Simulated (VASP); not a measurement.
Crystal: PbSe (Clausthalite).

```xyz
2
Lattice="0.0000 3.0697 3.0697 3.0697 0.0000 3.0697 3.0697 3.0697 0.0000" Properties=species:S:1:pos:R:3 pbc="T T T"
Pb    0.0000    0.0000    0.0000
Se    3.0697    3.0697    3.0697
```

Base run:

| Property | Result |
| --- | --- |
| Program | VASP 6.6.1 |
| Functional | PBE |
| Potentials or basis | VASP PAW PBE potentials, release 64 (Pb_d, Se) |
| Cutoff | 520 eV |
| k mesh | 8 × 8 × 8 |
| Occupations | fermi-dirac, width 0.02 eV |
| Spin | no spin polarisation |

Its results: band gap on the k mesh 0.32 eV, direct; pressure 1.9 GPa.

Problem. The run is repeated on the same cell with these changes: functional from PBE to r2SCAN; occupations from fermi-dirac, width 0.02 eV to gaussian, width 0.01 eV. What comes out?

Solution. Band gap on the k mesh 0.61 eV, direct; pressure 1.0 GPa.

Caveats: spin-orbit coupling is left out, which moves the levels of the heavy elements; the PAW data sets were made with another functional, which shifts forces and pressure a little (some runs).

A k mesh can miss the band edges.
